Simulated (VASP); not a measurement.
Si3C2:

```
CELL_PARAMETERS angstrom
2.72439 0.00000 0.00000
-1.36219 2.35939 0.00000
0.00000 0.00000 22.15850
ATOMIC_POSITIONS crystal
Si 0.33333 0.66667 0.40000
Si 0.33333 0.66667 0.60000
Si 0.66667 0.33333 0.90000
Si 0.66667 0.33333 0.10000
Si 0.66667 0.33333 0.30000
Si 0.66667 0.33333 0.70000
C 0.33333 0.66667 0.80000
C 0.33333 0.66667 0.00000
C 0.33333 0.66667 0.20000
C 0.66667 0.33333 0.50000
```

* Program: VASP 6.6.1
* Task: relaxation of cell and atoms
* Functional: PBE
* Potentials or basis: VASP PAW PBE potentials, release 64 (Si, C)
* Cutoff: 600 eV
* k mesh: 6 × 6 × 1
* Occupations: gaussian, width 0.1 eV
* Spin: no spin polarisation

At the start: pressure -16.1 GPa; volume 14.24 Å³/atom.

Q: How do energy, volume and symmetry change on relaxing?

A: Over 30 steps the energy falls by 1495.1 meV/atom and the volume is 10.52 Å³/atom (-26.2 %); space group P-6m2 (No. 187, to 0.05 Å).

The path:
```csv
step,energy change (eV),largest force (eV/Å),pressure (GPa),volume (Å³)
1,0.0000,1.8417,-16.11,142.43
2,-3.5285,2.9411,-7.04,114.83
3,-4.4526,2.6315,6.14,101.63
4,-4.4699,2.4840,11.39,98.34
5,-5.8329,1.5778,24.02,93.04
6,22.3774,83.2430,221.86,74.19
7,-4.4742,3.8325,22.51,92.24
8,-9.4340,1.7873,53.33,83.72
9,-7.7066,11.7781,84.51,80.01
10,-9.5124,2.5490,56.36,83.19
11,-10.0825,5.1380,57.47,83.63
12,-10.1352,6.3515,58.72,83.79
13,-10.8852,5.5990,51.06,85.43
14,-12.7000,3.9213,31.19,90.47
15,-14.4309,0.8744,3.24,101.05
16,-14.5535,1.0835,-2.40,104.37
17,-14.5655,1.1574,-4.53,105.83
18,-14.6683,1.0150,-4.00,105.76
19,-14.8370,0.8654,-2.18,105.50
20,-14.8375,0.8797,-2.07,105.48
21,-14.8707,0.7090,-1.30,104.98
22,-14.9115,0.3579,1.19,103.51
23,-14.9117,0.3484,0.99,103.62
24,-14.9215,0.3390,0.75,103.84
25,-14.9398,0.3129,0.08,104.51
26,-14.9388,0.4603,-1.12,105.84
27,-14.9446,0.3065,-0.54,105.18
28,-14.9508,0.0979,0.14,105.15
29,-14.9510,0.0651,0.04,105.15
30,-14.9512,0.0232,-0.06,105.18
```

Final structure:
```yaml
crystal:
  lattice:
    - [2.92244, 0.00000, 0.00000]
    - [-1.46122, 2.53091, 0.00000]
    - [0.00000, 0.00000, 14.22015]
  atoms:
    - { symbol: Si, position: [0.33333, 0.66667, 0.41528] }
    - { symbol: Si, position: [0.33333, 0.66667, 0.58472] }
    - { symbol: Si, position: [0.66667, 0.33333, 0.91280] }
    - { symbol: Si, position: [0.66667, 0.33333, 0.08720] }
    - { symbol: Si, position: [0.66667, 0.33333, 0.26280] }
    - { symbol: Si, position: [0.66667, 0.33333, 0.73720] }
    - { symbol: C, position: [0.33333, 0.66667, 0.80158] }
    - { symbol: C, position: [0.33333, 0.66667, 0.00000] }
    - { symbol: C, position: [0.33333, 0.66667, 0.19842] }
    - { symbol: C, position: [0.66667, 0.33333, 0.50000] }
```

Caveat: the k points lie up to 0.44 Å⁻¹ apart in the final cell; the volume moved by over 15 % at a fixed basis, so the end points are rough.
